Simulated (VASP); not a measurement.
Here is a VASP 6.6.1 calculation.

INCAR

```
SYSTEM = BAs
PREC = Accurate
ENCUT = 500
EDIFF = 1E-7
ISMEAR = 0
SIGMA = 0.01
LREAL = .False.
LASPH = .True.
NELM = 120
ALGO = Normal
ISIF = 3
LWAVE = .False.
LCHARG = .False.
GGA = PE
IBRION = 2
NSW = 100
EDIFFG = -0.01
GGA_COMPAT = .False.
NELMIN = 4
```

Contents of KPOINTS:

```
Automatic mesh
0
Gamma
  8 8 8
  0 0 0
```

Contents of POSCAR:

```
BAs
1.0
    0.0000000000      2.3885000000      2.3885000000
    2.3885000000      0.0000000000      2.3885000000
    2.3885000000      2.3885000000      0.0000000000
B As
1 1
Direct
    0.0000000000      0.0000000000      0.0000000000
    0.7500000000      0.7500000000      0.7500000000
```

Potentials or basis: VASP PAW PBE potentials, release 64 (B, As).

Launch:

```sh
$ cat potpaw_PBE.64/B/POTCAR potpaw_PBE.64/As/POTCAR > POTCAR
$ mpirun -np 1 vasp_std > vasp.out
```

Problem. What does it give for the space group after relaxing (to 0.1 Å)?

Solution. F-43m (No. 216).

Problem. What does it give for the relaxed volume?

Solution. 13.97 Å³/atom.

Problem. Predict the relaxed cell.

Solution. a = 3.406 Å, b = 3.406 Å, c = 3.406 Å, α = 60.00°, β = 60.00°, γ = 60.00°.

Final structure:
```
CELL_PARAMETERS angstrom
0.00000 2.40824 2.40824
2.40824 0.00000 2.40824
2.40824 2.40824 0.00000
ATOMIC_POSITIONS crystal
B 0.00000 0.00000 0.00000
As 0.75000 0.75000 0.75000
```

PBE usually gives volumes a little too large and moduli too small. Zero-point motion and thermal expansion aren't in these numbers.
